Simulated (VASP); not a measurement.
Here is a VASP 6.6.1 calculation.

File INCAR:

```
SYSTEM = TaN
PREC = Accurate ; ENCUT = 520
EDIFF = 1E-6 ; ISMEAR = 0
SIGMA = 0.15 ; LREAL = .False.
LASPH = .True. ; NELM = 100
ALGO = Normal ; ISIF = 2
LWAVE = .False. ; LCHARG = .False.
GGA = PE ; NBANDS = 15
```

Contents of KPOINTS:

```
regular mesh
0
Gamma
  18 18 18
  0 0 0
```

POSCAR

```
TaN
1.0
    0.0000000000      2.1308283279      2.3626801149
    2.1308283279      0.0000000000      2.3626801149
    2.1308283279      2.1308283279      0.0000000000
Ta N
1 1
Direct
    0.4968326312      0.5031673688      0.5031673688
    0.0409173038     -0.0409173038     -0.0409173038
```

Potentials or basis: VASP PAW PBE potentials, release 64 (Ta_pv, N).

Run with:

```bash
$ cat potpaw_PBE.64/Ta_pv/POTCAR potpaw_PBE.64/N/POTCAR > POTCAR
$ mpirun -np 1 vasp_std > vasp.out
```

Q: Predict the band gap on the k mesh.

A: Zero (bands 8 and 9 overlap by 3.37 eV).

Q: Estimate the largest force.

A: 2.889 eV/Å.

Forces on the atoms (eV/Å):
```
Ta  -2.889  0.000  0.000
N    2.889  0.000  0.000
```

Caveat: the cell differs from its parent crystal (atoms displaced along a vibrational mode, the cell strained); spin-orbit coupling is left out, which moves the levels of the heavy elements; forces of over 1 eV/Å act on the atoms, so gaps and moduli don't describe the material at rest.
